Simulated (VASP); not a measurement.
# TiB2N3 (P4/mmm) in VASP: further runs

TiB2N3 is run at these levels: PBE; tasks: relaxation of cell and atoms, single point.

Program: VASP 6.6.1. These are calculated values, not measurements. Logs are shortened: lines on timing, memory, paths and dates and some standing lists are left out, and cuts for length are marked.

**1. The cell of the first run**

The structure is tetragonal, space group P4/mmm (No. 123). Conventional cell: a = 2.808 Å, b = 2.808 Å, c = 6.628 Å, α = 90.00°, β = 90.00°, γ = 90.00°. Ti (site symmetry 4/mmm) has 8 N at 2.11 Å and 2 B at 2.49 Å within 2.8 Å. Within 2.2 Å of B (site symmetry 4mm) lie 1 B at 1.64 Å and 4 N at 2.15 Å. Within 2.8 Å of N (site symmetry 4/mmm) lie 8 B at 2.15 Å and 2 N at 2.61 Å. N (site symmetry 4mm) has 1 N at 1.40 Å within 1.9 Å.

**2. Relaxation of cell and atoms, PBE**

Contents of INCAR:

```
PREC = Accurate
ENCUT = 600
EDIFF = 1E-7
ISMEAR = 0
SIGMA = 0.1
LREAL = F
LASPH = T
NELM = 80
ALGO = Normal
ISIF = 3
LWAVE = F
LCHARG = F
GGA = PE
IBRION = 2
NSW = 100
EDIFFG = -0.01
```

Contents of KPOINTS:

```
Automatic mesh
0
Gamma
  14 14 6
```

Contents of POSCAR:

```
TiB2N3
1.0
    2.8076830091      0.0000000000      0.0000000000
    0.0000000000      2.8076830091      0.0000000000
    0.0000000000      0.0000000000      6.6277249052
Ti B N
1 2 3
Direct
    0.5000000000      0.5000000000      0.5000000000
    0.5000000000      0.5000000000      0.8759495783
    0.5000000000      0.5000000000      0.1240504217
    0.0000000000      0.0000000000      0.0000000000
    0.0000000000      0.0000000000      0.6057913782
    0.0000000000      0.0000000000      0.3942086218
```

Potentials or basis: VASP PAW PBE potentials, release 64 (Ti_sv, B, N).

Started as:

```bash
cat potpaw_PBE.64/Ti_sv/POTCAR potpaw_PBE.64/B/POTCAR potpaw_PBE.64/N/POTCAR > POTCAR
mpirun -np 1 vasp_std > vasp.out
```

OUTCAR:

```text
PREC = Accurate
   ENCUT = 600
   EDIFF = 1E-7
   ISMEAR = 0
   LREAL = F
   LASPH = T
   NELM = 80
   ISIF = 3
   GGA = PE
   IBRION = 2
   NSW = 100
   EDIFFG = -0.01

 ion  position               nearest neighbor table
   1  0.500  0.500  0.500-   5 2.11   6 2.11   5 2.11   6 2.11   5 2.11   6 2.11   5 2.11   6 2.11
                             2 2.49   3 2.49
   2  0.500  0.500  0.876-   3 1.64   1 2.49
   3  0.500  0.500  0.124-   2 1.64   1 2.49
   4  0.000  0.000  0.000-
   5  0.000  0.000  0.606-   6 1.40   1 2.11   1 2.11   1 2.11   1 2.11
   6  0.000  0.000  0.394-   5 1.40   1 2.11   1 2.11   1 2.11   1 2.11

  LATTYP: Found a simple tetragonal cell.
 ALAT       =     2.8076830091
 C/A-ratio  =     2.3605673731

  Lattice vectors:

 A1 = (   2.8076830091,   0.0000000000,   0.0000000000)
 A2 = (   0.0000000000,   2.8076830091,   0.0000000000)
 A3 = (   0.0000000000,   0.0000000000,   6.6277249052)

Analysis of symmetry for initial positions (statically):
=====================================================================
 Subroutine PRICEL returns:
 Original cell was already a primitive cell.

 Routine SETGRP: Setting up the symmetry group for a
 simple tetragonal supercell.

 Subroutine GETGRP returns: Found 16 space group operations
 (whereof 16 operations were pure point group operations)
 out of a pool of 16 trial point group operations.

The static configuration has the point symmetry D_4h.

Analysis of symmetry for dynamics (positions and initial velocities):
=====================================================================
 Subroutine PRICEL returns:
 Original cell was already a primitive cell.

 Routine SETGRP: Setting up the symmetry group for a
 simple tetragonal supercell.

 Subroutine GETGRP returns: Found 16 space group operations
 (whereof 16 operations were pure point group operations)
 out of a pool of 16 trial point group operations.

The dynamic configuration has the point symmetry D_4h.

 Subroutine INISYM returns: Found 16 space group operations
 (whereof 16 operations are pure point group operations),
 and found     1 'primitive' translations

----------------------------------------------------------------------------------------

                                     Primitive cell

  volume of cell :      52.2469

  direct lattice vectors                    reciprocal lattice vectors
     2.807683009  0.000000000  0.000000000     0.356165563  0.000000000  0.000000000
[... 104 lines left out ...]
   PSTRESS=    0.0 pullay stress
   NELECT =      33.0000    total number of electrons
   NUPDOWN=      -1.0000    fix difference up-down
   EMIN   =  10.00;   EMAX   =-10.00  energy-range for DOS
   EFERMI =   0.00;   METHOD = LEGACY
   ISMEAR =     0;   SIGMA  =   0.10  broadening in eV -4-tet -1-fermi 0-gaus
   EFERMI_NEDOS =   21; number of points for ismear=-14 and -15
   IALGO  =     38    algorithm
   IMIX   =      4    mixing-type and parameters
     AMIX     =   0.40;   BMIX     =  1.00
     AMIX_MAG =   1.60;   BMIX_MAG =  1.00
  volume/ion in A,a.u.               =       8.71        58.76
  Fermi-wavevector in a.u.,A,eV,Ry     =   1.404621  2.654349 26.843767  1.972961
  Thomas-Fermi vector in A             =   2.527165
   LORBIT       =      0    0 simple, 1 ext, 2 COOP (PROOUT), +10 PAW based schemes
   GGA     = PE    functional components
   LHFCALC =     F    Hartree Fock is set to
   AEXX    =    0.0000 exact exchange contribution
   IVDW    =     0    specifies the selected vdW correction
   LEPSILON=     F    determine dielectric tensor
   LRPA    =     F    only Hartree local field effects (RPA)
 conjugate gradient relaxation of ions
 non-spin polarized calculation
 Gauss-broadening in eV      SIGMA  =   0.10
  energy-cutoff  :      600.00
  volume of cell :       52.25
 maximum number of plane-waves:      1765
 NGX is ok and might be reduce to    24
   NGX = 11   NGY = 11   NGZ = 27

--------------------------------------- Ionic step        1  -------------------------------------------

 number of electron      33.0000000 magnetization

 Free energy of the ion-electron system (eV)
  ---------------------------------------------------
  ext. energy  EPLUGINS =         0.00000000
  ---------------------------------------------------
  free energy    TOTEN  =       -39.85252056 eV

  energy without entropy =      -39.84295529  energy(sigma->0) =      -39.84773793

------------------------ aborting loop because EDIFF is reached ----------------------------------------

  FORCE on cell =-STRESS in cart. coord.  units (eV):
  Direction    XX          YY          ZZ          XY          YZ          ZX
  --------------------------------------------------------------------------------------
  -------------------------------------------------------------------------------------
  Total       -0.2881737     -0.2881737      0.9062675      0.0000000      0.0000000     -0.0000000
  in kB       -8.8369891     -8.8369891     27.7911412      0.0000000      0.0000000     -0.0000000
  external PRESSURE =       3.3723877 kB  Pullay stress =       0.0000000 kB
[... 267 lines left out ...]
--------------------------------------- Ionic step        8  -------------------------------------------

 number of electron      33.0000000 magnetization

 Free energy of the ion-electron system (eV)
  ---------------------------------------------------
  ext. energy  EPLUGINS =         0.00000000
  ---------------------------------------------------
  free energy    TOTEN  =       -39.86155694 eV

  energy without entropy =      -39.85385233  energy(sigma->0) =      -39.85770464

 E-fermi :   6.9160     XC(G=0): -12.1072

 val. band max:        6.9117490932   @ k =   0.0714   0.0000   0.3333
 cond. band min:       6.9415249223   @ k =   0.0714   0.0714   0.5000
 fundamental gap:      0.0297758291
 Fermi energy:         6.9160335051

 k-point     1 :       0.0000    0.0000    0.0000
  band No.  band energies     occupation
      1     -50.0018      2.00000
      2     -26.2232      2.00000
      3     -26.2232      2.00000
      4     -25.9805      2.00000
      5     -13.7650      2.00000
      6      -9.5258      2.00000
[... 541 lines left out ...]
     19       9.4509      0.00000
     20      10.2918      0.00000

 [... further k-points ...]

------------------------ aborting loop because EDIFF is reached ----------------------------------------

  FORCE on cell =-STRESS in cart. coord.  units (eV):
  Direction    XX          YY          ZZ          XY          YZ          ZX
  --------------------------------------------------------------------------------------
  -------------------------------------------------------------------------------------
  Total       -0.0043540     -0.0043540     -0.0185345      0.0000000      0.0000000      0.0000000
  in kB       -0.1343154     -0.1343154     -0.5717686      0.0000000      0.0000000      0.0000000
  external PRESSURE =      -0.2801331 kB  Pullay stress =       0.0000000 kB
[... 21 lines left out ...]
  FREE ENERGIE OF THE ION-ELECTRON SYSTEM (eV)
  ---------------------------------------------------
  free  energy   TOTEN  =       -39.8615569403 eV

  energy  without entropy=      -39.8538523343  energy(sigma->0) =      -39.85770464

 reached required accuracy - stopping structural energy minimisation
```

OSZICAR:

```text
N       E                     dE             d eps       ncg     rms          rms(c)
DAV:   1     0.340673610230E+03    0.34067E+03   -0.18043E+04  5760   0.196E+03
DAV:   2     0.780531962298E+01   -0.33287E+03   -0.32080E+03  5928   0.506E+02
DAV:   3    -0.429459042623E+02   -0.50751E+02   -0.48482E+02 10620   0.157E+02
DAV:   4    -0.452405529145E+02   -0.22946E+01   -0.22485E+01  7020   0.332E+01
[... 79 lines left out ...]
DAV:   2    -0.398615863462E+02    0.12675E-04   -0.35023E-04  7508   0.172E-01    0.310E-02
DAV:   3    -0.398615597584E+02    0.26588E-04   -0.12856E-04  7756   0.910E-02    0.121E-02
DAV:   4    -0.398615568408E+02    0.29176E-05   -0.89574E-06  7940   0.280E-02    0.345E-03
DAV:   5    -0.398615569009E+02   -0.60121E-07   -0.12676E-06  8712   0.763E-03    0.188E-03
DAV:   6    -0.398615569403E+02   -0.39388E-07   -0.23081E-07  4888   0.350E-03
   8 F= -.39861557E+02 E0= -.39857705E+02  d E =-.188010E-04
```

Wall time 5.3 min (1 thread of Intel Xeon 6975P-C (Granite Rapids), shared host); peak memory 0.32 GiB.

What came out:

- Free energy: -39.8616 eV
- Relaxed volume: 8.66 Å³/atom
- Relaxed cell: a = 2.798 Å, b = 2.798 Å, c = 6.636 Å, α = 90.00°, β = 90.00°, γ = 90.00°
- Space group after relaxing (to 0.05 Å): P4/mmm (No. 123)
- Energy gained by relaxing: 1.5 meV/atom
- Ionic steps: 8
- Pressure after relaxing: 0.0 GPa
- Largest force after relaxing: 0.004 eV/Å

Forces in eV/Å, atoms in the order of the input:
```
Ti   0.000  0.000  0.000
B    0.000  0.000 -0.003
B    0.000  0.000  0.003
N    0.000  0.000  0.000
N    0.000  0.000 -0.004
N    0.000  0.000  0.004
```

Step by step:
| step | energy change (eV) | largest force (eV/Å) | pressure (GPa) | volume (Å³) |
| --- | --- | --- | --- | --- |
| 1 | 0.0000 | 0.4082 | 0.34 | 52.25 |
| 2 | 0.0005 | 0.3367 | -2.45 | 52.38 |
| 3 | -0.0076 | 0.0301 | -1.08 | 52.31 |
| 4 | -0.0089 | 0.0296 | 0.13 | 51.93 |
| 5 | -0.0089 | 0.0288 | 0.00 | 51.97 |
| 6 | -0.0090 | 0.0197 | -0.02 | 51.94 |
| 7 | -0.0090 | 0.0181 | -0.01 | 51.95 |
| 8 | -0.0090 | 0.0038 | -0.03 | 51.94 |

Final structure:
```xyz
6
Lattice="2.7975 0.0000 0.0000 0.0000 2.7975 0.0000 0.0000 0.0000 6.6364" Properties=species:S:1:pos:R:3 pbc="T T T"
Ti    1.3988    1.3988    3.3182
B     1.3988    1.3988    5.8063
B     1.3988    1.3988    0.8301
N     0.0000    2.7975    6.6364
N     0.0000    0.0000    4.0340
N     0.0000    0.0000    2.6024
```

**3. Relaxation of cell and atoms, PBE, collinear spin, ferromagnetic start**

This run uses another cell than the first one, of 11.59 Å³/atom, 1.331 times its volume.

Contents of INCAR:

```
PREC = Accurate
ENCUT = 600
EDIFF = 1E-6
ISMEAR = 0
SIGMA = 0.1
LREAL = False
LASPH = True
NELM = 150
ALGO = Normal
ISIF = 3
LWAVE = False
LCHARG = False
ISPIN = 2
MAGMOM = 1 0 0 0 0 0
LORBIT = 11
LMAXMIX = 4
GGA = PE
IBRION = 2
NSW = 90
EDIFFG = -0.04
```

Contents of KPOINTS:

```
Automatic mesh
0
Gamma
  6 6 2
```

Contents of POSCAR:

```
TiB2N3
1.0
    2.7503260400      0.0000000000      0.0000000000
    0.0000000000      2.7503260400      0.0000000000
    0.0000000000      0.0000000000      9.1938105900
Ti B N
1 2 3
Direct
    0.5000000000      0.5000000000      0.5000000000
    0.5000000000      0.5000000000      0.8473602500
    0.5000000000      0.5000000000      0.1526397500
    0.0000000000      0.0000000000      0.0000000000
    0.0000000000      0.0000000000      0.7145522800
    0.0000000000      0.0000000000      0.2854477200
```

Potentials or basis: VASP PAW PBE potentials, release 64 (Ti_sv, B, N).

Started as:

```bash
cat potpaw_PBE.64/Ti_sv/POTCAR potpaw_PBE.64/B/POTCAR potpaw_PBE.64/N/POTCAR > POTCAR
mpirun -np 1 vasp_std > vasp.out
```

Wall time 12 min (1 thread of Intel Xeon 6975P-C (Granite Rapids), shared host); peak memory 0.29 GiB.

Results (log left out):

| Item | Value |
| --- | --- |
| Free energy | -39.8940 eV |
| Relaxed volume | 8.70 Å³/atom |
| Relaxed cell | a = 2.799 Å, b = 2.799 Å, c = 6.659 Å, α = 90.00°, β = 90.00°, γ = 90.00° |
| Space group after relaxing (to 0.05 Å) | P4/mmm (No. 123) |
| Energy gained by relaxing | 1396.0 meV/atom |
| Ionic steps | 27 |
| Pressure after relaxing | 0.2 GPa |
| Largest force after relaxing | 0.028 eV/Å |
| Net moment | 0.00 μB per cell |
| Valence electrons inside the program's atomic spheres | Ti 10.53; B 1.54; N 3.42, 3.70 |

Forces on the atoms (eV/Å):
```
Ti   0.000  0.000  0.000
B    0.000  0.000  0.028
B    0.000  0.000 -0.028
N    0.000  0.000  0.000
N    0.000  0.000  0.006
N    0.000  0.000 -0.006
```

Stress tensor (GPa, compression positive):
```
-0.04  0.00  0.00
 0.00 -0.04  0.00
 0.00  0.00  0.59
```

Step by step:
```tsv
step	energy change (eV)	largest force (eV/Å)	pressure (GPa)	volume (Å³)
1	0.0000	0.7289	-37.19	69.54
2	-4.7901	1.5226	-5.70	45.75
3	-4.8612	1.5589	4.47	43.72
4	-5.3996	1.2916	9.45	43.07
5	-5.7086	1.1257	16.34	42.37
6	-6.0131	2.0646	1.27	45.42
7	-6.0147	2.0035	2.06	45.21
8	-6.2786	1.4313	-5.05	46.64
9	-6.5573	1.6895	-13.88	49.80
10	-6.7910	1.8314	-9.44	49.26
11	-6.9028	5.5273	11.18	47.68
12	-6.9955	2.1541	-2.99	48.64
13	-7.0499	2.8460	3.52	48.15
14	-7.2021	3.7702	8.32	47.92
15	-7.2481	5.0367	12.19	47.76
16	-7.5227	4.4655	12.82	47.94
17	-8.0436	3.0711	16.98	48.50
18	-8.0485	2.6800	20.13	48.68
19	-8.0622	2.8718	18.30	48.59
20	-8.2293	1.5504	11.64	49.47
21	-8.3205	0.6694	2.53	50.89
22	-8.3371	0.6096	1.98	51.12
23	-8.3696	0.3633	0.52	51.80
24	-8.3441	0.5004	-1.33	53.17
25	-8.3749	0.1412	-0.23	52.19
26	-8.3759	0.0403	0.04	52.18
27	-8.3760	0.0282	0.17	52.18
```

Final structure:
```xyz
6
Lattice="2.7993 0.0000 0.0000 0.0000 2.7993 0.0000 0.0000 0.0000 6.6587" Properties=species:S:1:pos:R:3 pbc="T T T"
Ti    1.3997    1.3997    3.3293
B     1.3997    1.3997    5.8337
B     1.3997    1.3997    0.8249
N     0.0000    0.0000    0.0000
N     0.0000    0.0000    4.0409
N     0.0000    0.0000    2.6178
```

Levels at points of the mesh, in eV from the Fermi level:
Spin up:
| k point | band 15 | band 16 | band 17 | band 18 | band 19 | band 20 |
| --- | --- | --- | --- | --- | --- | --- |
| (0.00, 0.00, 0.00) | -1.94 | -1.31 | -1.31 | 0.47 | 1.98 | 2.01 |
| (0.50, 0.00, 0.00) | -0.39 | 0.69 | 1.05 | 2.25 | 2.53 | 2.68 |
| (0.50, 0.50, 0.00) | -4.05 | -1.06 | -0.78 | -0.40 | 2.72 | 2.72 |
| (0.00, 0.00, 0.50) | -1.94 | -1.11 | -1.11 | -0.53 | 1.02 | 2.01 |
| (0.50, 0.00, 0.50) | -0.42 | 1.10 | 2.11 | 2.11 | 2.12 | 2.62 |
| (0.50, 0.50, 0.50) | -4.08 | -1.62 | -0.40 | 0.92 | 2.28 | 2.28 |
Spin down:
```
           k point  band 14  band 15  band 16  band 17  band 18  band 19  band 20  band 21
(0.00, 0.00, 0.00)    -2.38    -1.94    -1.31    -1.31     0.47     1.98     2.01     3.58
(0.50, 0.00, 0.00)    -1.80    -0.39     0.69     1.05     2.25     2.53     2.68     2.93
(0.50, 0.50, 0.00)    -4.50    -4.05    -1.06    -0.78    -0.40     2.72     2.72     3.73
(0.00, 0.00, 0.50)    -2.58    -1.94    -1.11    -1.11    -0.53     1.02     2.01     3.96
(0.50, 0.00, 0.50)    -1.74    -0.42     1.10     2.11     2.11     2.12     2.62     3.14
(0.50, 0.50, 0.50)    -4.08    -4.08    -1.62    -0.40     0.92     2.28     2.28     3.91
```

Caveat: the k points lie up to 0.47 Å⁻¹ apart in the final cell; the volume moved by over 15 % at a fixed basis, so the end points are rough.

**4. Single point, PBE**

Contents of INCAR:

```
SYSTEM = TiB2N3
PREC = Accurate
ENCUT = 910
EDIFF = 1E-6
ISMEAR = 0
SIGMA = 0.1
LREAL = .False.
LASPH = .True.
NELM = 120
ALGO = Normal
ISIF = 2
LWAVE = .False.
LCHARG = .True.
GGA = PE
LELF = .True.
LVHAR = .True.
NBANDS = 26
GGA_COMPAT = .False.
```

Contents of KPOINTS:

```
regular mesh
0
Gamma
  6 6 4
  0 0 0
```

Contents of POSCAR:

```
TiB2N3
1.0
    2.8076830091      0.0000000000      0.0000000000
    0.0000000000      2.8076830091      0.0000000000
    0.0000000000      0.0000000000      6.6277249052
Ti B N
1 2 3
Direct
    0.5000000000      0.5000000000      0.5000000000
    0.5000000000      0.5000000000      0.8759495783
    0.5000000000      0.5000000000      0.1240504217
    0.0000000000      0.0000000000      0.0000000000
    0.0000000000      0.0000000000      0.6057913782
    0.0000000000      0.0000000000      0.3942086218
```

Potentials or basis: VASP PAW PBE potentials, release 64 (Ti_sv, B_h, N_h).

Started as:

```bash
cat potpaw_PBE.64/Ti_sv/POTCAR potpaw_PBE.64/B_h/POTCAR potpaw_PBE.64/N_h/POTCAR > POTCAR
mpirun -np 1 vasp_std > vasp.out
```

Wall time 62 s (1 thread of AMD EPYC 9R45 (Zen 5), shared host); peak memory 0.24 GiB.

It converged, with:

- Free energy: -39.9283 eV
- Pressure: 0.1 GPa
- Largest force: 0.068 eV/Å

Forces in eV/Å, atoms in the order of the input:
```
Ti   0.000  0.000  0.000
B    0.000  0.000  0.010
B    0.000  0.000 -0.010
N    0.000  0.000  0.000
N    0.000  0.000  0.068
N    0.000  0.000 -0.068
```

Stress tensor (GPa, compression positive):
```
 0.20  0.00  0.00
 0.00  0.20  0.00
 0.00  0.00 -0.18
```

Levels at points of the mesh, in eV from the Fermi level:
```csv
k point,band 13,band 14,band 15,band 16,band 17,band 18,band 19,band 20,band 21,band 22
"(0.00, 0.00, 0.00)",-2.44,-2.44,-2.02,-1.31,-1.31,0.32,1.89,1.92,3.54,5.47
"(0.50, 0.00, 0.00)",-3.13,-1.90,-0.44,0.71,1.08,2.16,2.42,2.61,2.80,2.85
"(0.50, 0.50, 0.00)",-4.48,-4.48,-4.13,-1.08,-0.90,-0.50,2.72,2.72,3.61,3.75
"(0.00, 0.00, 0.50)",-2.63,-2.63,-2.02,-1.11,-1.11,-0.55,0.88,1.89,3.89,5.49
"(0.50, 0.00, 0.50)",-3.21,-1.75,-0.48,1.13,2.01,2.04,2.08,2.58,2.80,3.03
"(0.50, 0.50, 0.50)",-4.68,-4.05,-4.05,-1.75,-0.43,0.82,2.24,2.24,3.61,3.76
```

Caveat: the k points lie up to 0.37 Å⁻¹ apart; the cutoff is under 1.25 times the usual one of these potentials, so pressure, stress and relaxed cells hold a basis-set (Pulay) error.

**5. Overview**

```tsv
task	potentials or basis	spin	cell	k mesh	cutoff (eV)	second run	gap on the mesh (eV)	pressure (GPa)	relaxed volume (Å³/atom)	largest force (eV/Å)
relaxation of cell and atoms	VASP PAW PBE potentials, release 64 (Ti_sv, B, N)	off	relaxed from a = 2.808, b = 2.808, c = 6.628 Å, 6 atoms	14 × 14 × 6	600	-	none	0.0	8.66	-
relaxation of cell and atoms	VASP PAW PBE potentials, release 64 (Ti_sv, B, N)	collinear, ferromagnetic start	relaxed from a = 2.750, b = 2.750, c = 9.194 Å, 6 atoms	6 × 6 × 2	600	-	none	0.2	8.70	0.03
single point	VASP PAW PBE potentials, release 64 (Ti_sv, B_h, N_h)	off	a = 2.808, b = 2.808, c = 6.628 Å, 6 atoms	6 × 6 × 4	910	hard_potentials	none	0.1	-	0.07
```

Alike in all rows: level PBE; smearing gaussian 0.1 eV.

Caveats: some runs use coarse meshes; the volume moved by over 15 % at a fixed basis, so the end points are rough (some runs); the cutoff is under 1.25 times the usual one of these potentials, so pressure, stress and relaxed cells hold a basis-set (Pulay) error (some runs).

Total energies depend on the potentials used, so only differences within one code and one set of settings carry meaning.
